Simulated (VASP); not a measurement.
# Ta2N (P-31m) in VASP: notebook, part 3 of 3

VASP 6.6.1. Earlier steps stand in the parts before.

### 6 Single point, LDA (c/a of the conventional cell at fixed volume 0.9340)

Contents of INCAR:

```
PREC = Accurate ; ENCUT = 520
EDIFF = 1E-7 ; ISMEAR = 0
SIGMA = 0.15 ; LREAL = False
LASPH = True ; NELM = 60
ALGO = Normal ; ISIF = 2
LWAVE = False ; LCHARG = False
NBANDS = 50
```

Contents of KPOINTS:

```
Automatic mesh
0
Gamma
  9 9 8
```

Contents of POSCAR:

```
Ta2N
1.0
    5.2288597096      0.0000000000      0.0000000000
   -2.6144298548      4.5283253413      0.0000000000
    0.0000000000      0.0000000000      4.8835331142
Ta N
6 3
Direct
    0.7027876405      0.7027876405      0.7526041962
    0.0000000000      0.2972123595      0.7526041962
    0.2972123595      0.0000000000      0.7526041962
    0.2972123595      0.2972123595      0.2473958038
    0.0000000000      0.7027876405      0.2473958038
    0.7027876405      0.0000000000      0.2473958038
    0.6666666667      0.3333333333      0.5000000000
    0.3333333333      0.6666666667      0.5000000000
    0.0000000000      0.0000000000      0.0000000000
```

Potentials or basis: VASP PAW LDA potentials, release 64 (Ta_pv, N).

The run is started by

```console
> cat potpaw_LDA.64/Ta_pv/POTCAR potpaw_LDA.64/N/POTCAR > POTCAR
> mpirun -np 1 vasp_std > vasp.out
```

OUTCAR:

```text
PREC = Accurate
   ENCUT = 520
   EDIFF = 1E-7
   ISMEAR = 0
   LREAL = False
   LASPH = True
   NELM = 60
   ISIF = 2

 ion  position               nearest neighbor table
   1  0.703  0.703  0.753-   9 1.97   7 2.22   8 2.22   2 2.69   3 2.69   6 2.87   5 2.87   6 2.92
                             5 2.92   3 3.20   2 3.20   2 3.20   3 3.20   4 3.21   4 3.25
   2  0.000  0.297  0.753-   9 1.97   7 2.22   8 2.22   1 2.69   3 2.69   6 2.87   4 2.87   6 2.92
                             4 2.92   3 3.20   1 3.20   1 3.20   3 3.20   5 3.21   5 3.25
   3  0.297  0.000  0.753-   9 1.97   8 2.22   7 2.22   2 2.69   1 2.69   4 2.87   5 2.87   5 2.92
                             4 2.92   2 3.20   1 3.20   2 3.20   1 3.20   6 3.21   6 3.25
   4  0.297  0.297  0.247-   9 1.97   8 2.22   7 2.22   5 2.69   6 2.69   3 2.87   2 2.87   3 2.92
                             2 2.92   6 3.20   5 3.20   5 3.20   6 3.20   1 3.21   1 3.25
   5  0.000  0.703  0.247-   9 1.97   8 2.22   7 2.22   4 2.69   6 2.69   3 2.87   1 2.87   3 2.92
                             1 2.92   6 3.20   4 3.20   4 3.20   6 3.20   2 3.21   2 3.25
   6  0.703  0.000  0.247-   9 1.97   7 2.22   8 2.22   5 2.69   4 2.69   1 2.87   2 2.87   1 2.92
                             2 2.92   5 3.20   4 3.20   4 3.20   5 3.20   3 3.21   3 3.25
   7  0.667  0.333  0.500-   6 2.22   2 2.22   5 2.22   3 2.22   1 2.22   4 2.22
   8  0.333  0.667  0.500-   3 2.22   5 2.22   2 2.22   6 2.22   4 2.22   1 2.22
[... 212 lines left out ...]
      4     -27.4495      2.00000
      5     -27.4495      2.00000
      6     -27.2987      2.00000
[... 1261 lines left out ...]
     49      10.7677      0.00000
     50      10.9454      0.00000

 [... further k-points ...]
[... 5 lines left out ...]
  --------------------------------------------------------------------------------------
  -------------------------------------------------------------------------------------
  Total       12.9840848     12.9840848      8.8775872      0.0000000      0.0000000      0.0000000
  in kB      179.9049760    179.9049760    123.0061371      0.0000000      0.0000000      0.0000000
  external PRESSURE =     160.9386963 kB  Pullay stress =       0.0000000 kB

 VOLUME and BASIS-vectors are now :
 -----------------------------------------------------------------------------
  energy-cutoff  :      520.00
  volume of cell :      115.63
      direct lattice vectors                 reciprocal lattice vectors
     5.228859710  0.000000000  0.000000000     0.191246286  0.110416095  0.000000000
    -2.614429855  4.528325341  0.000000000     0.000000000  0.220832190  0.000000000
     0.000000000  0.000000000  4.883533114     0.000000000  0.000000000  0.204769780

 POSITION                                       TOTAL-FORCE (eV/Angst)
 -----------------------------------------------------------------------------------
      1.83739      3.18245      3.67537        -3.205699     -5.552433     -2.423340
     -0.77704      1.34587      3.67537        -3.205699      5.552433     -2.423340
      1.55408      0.00000      3.67537         6.411397     -0.000000     -2.423340
      0.77704      1.34587      1.20817         3.205699      5.552433      2.423340
     -1.83739      3.18245      1.20817         3.205699     -5.552433      2.423340
      3.67478      0.00000      1.20817        -6.411397      0.000000      2.423340
      2.61443      1.50944      2.44177        -0.000000      0.000000     -0.000000
     -0.00000      3.01888      2.44177         0.000000     -0.000000     -0.000000
      0.00000      0.00000      0.00000         0.000000      0.000000     -0.000000
 -----------------------------------------------------------------------------------
    total drift:                               -0.000000     -0.000000     -0.000000

  FREE ENERGIE OF THE ION-ELECTRON SYSTEM (eV)
  ---------------------------------------------------
  free  energy   TOTEN  =      -110.7792343997 eV

  energy  without entropy=     -110.7279231660  energy(sigma->0) =     -110.75357878
```

It took 5.2 min on 1 thread of Intel Xeon 6975P-C (Granite Rapids), shared host; peak memory 0.43 GiB.

Results:

| Quantity | Value |
| --- | --- |
| Free energy | -110.7792 eV |
| Pressure | 16.1 GPa |
| Largest force | 6.854 eV/Å |

Forces on the atoms (eV/Å):
```
Ta  -3.206 -5.552 -2.423
Ta  -3.206  5.552 -2.423
Ta   6.411  0.000 -2.423
Ta   3.206  5.552  2.423
Ta   3.206 -5.552  2.423
Ta  -6.411  0.000  2.423
N    0.000  0.000  0.000
N    0.000  0.000  0.000
N    0.000  0.000  0.000
```

Stress tensor (GPa, compression positive):
```
17.99  0.00  0.00
 0.00 17.99  0.00
 0.00  0.00 12.30
```

Levels at points of the mesh, in eV from the Fermi level:
```
           k point  band 39  band 40  band 41  band 42  band 43  band 44
(0.00, 0.00, 0.00)    -0.22    -0.05    -0.05     0.14     0.14     1.21
(0.00, 0.00, 0.50)    -1.15    -1.15    -1.11     0.03     0.03     1.96
```

Caveat: spin-orbit coupling is left out, which moves the levels of the heavy elements; forces of over 1 eV/Å act on the atoms, so gaps and moduli don't describe the material at rest.

### 7 The runs side by side

```tsv
cell	gap on the mesh (eV)	pressure (GPa)	largest force (eV/Å)
a = 5.338, b = 5.338, c = 4.686 Å, angles 90.0, 90.0, 120.0°, 9 atoms	none	6.7	3.27
a = 5.229, b = 5.229, c = 4.884 Å, angles 90.0, 90.0, 120.0°, 9 atoms	none	16.1	6.85
a = 5.195, b = 5.195, c = 4.948 Å, angles 90.0, 90.0, 120.0°, 9 atoms	none	16.0	6.94
```

Some of these runs hold the atoms at other places in the same cell, which the table doesn't show; runs alike in all that it shows share one row.

Alike in all rows: task single point; level LDA; potentials or basis VASP PAW LDA potentials, release 64 (Ta_pv, N); no spin polarisation; k mesh 9 × 9 × 8; cutoff (eV) 520; smearing gaussian 0.15 eV.

Caveats: spin-orbit coupling is left out, which moves the levels of the heavy elements; forces of over 1 eV/Å act on the atoms, so gaps and moduli don't describe the material at rest.

Total energies depend on the potentials used, so only differences within one code and one set of settings carry meaning.
